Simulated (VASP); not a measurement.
A run of VASP 6.6.1 is set up as follows.

Contents of INCAR:

```
ALGO = Fast
EDIFF = 1E-6
ENCUT = 520
GGA = CA
ISIF = 2
ISMEAR = 0
LASPH = T
LCHARG = F
LREAL = F
LWAVE = F
NBANDS = 17
NELM = 100
PREC = Accurate
SIGMA = 0.15
```

File KPOINTS:

```
k-points
0
Gamma
  20 20 20
```

POSCAR

```
Al2Ru
1.0
   -1.6311505715      1.6311505715      4.3954448676
    1.6311505715     -1.6311505715      4.3954448676
    1.6311505715      1.6311505715     -4.3954448676
Al Ru
2 1
Direct
    0.6590860915      0.6590860915      0.0000000000
    0.3409139085      0.3409139085      0.0000000000
    0.0000000000      0.0000000000      0.0000000000
```

Potentials or basis: VASP PAW LDA potentials, release 64 (Al, Ru_pv).

Command:

```bash
$ cat potpaw_LDA.64/Al/POTCAR potpaw_LDA.64/Ru_pv/POTCAR > POTCAR
$ mpirun -np 1 vasp_std > vasp.out
```

(1) Predict the largest force.

(2) Estimate the band gap on the k mesh.

(3) Predict the pressure.

Results:

(1) 0.424 eV/Å.

(2) zero (bands 10 and 11 overlap by 0.18 eV).

(3) -20.9 GPa.

Caveat: the cell stands under tension.
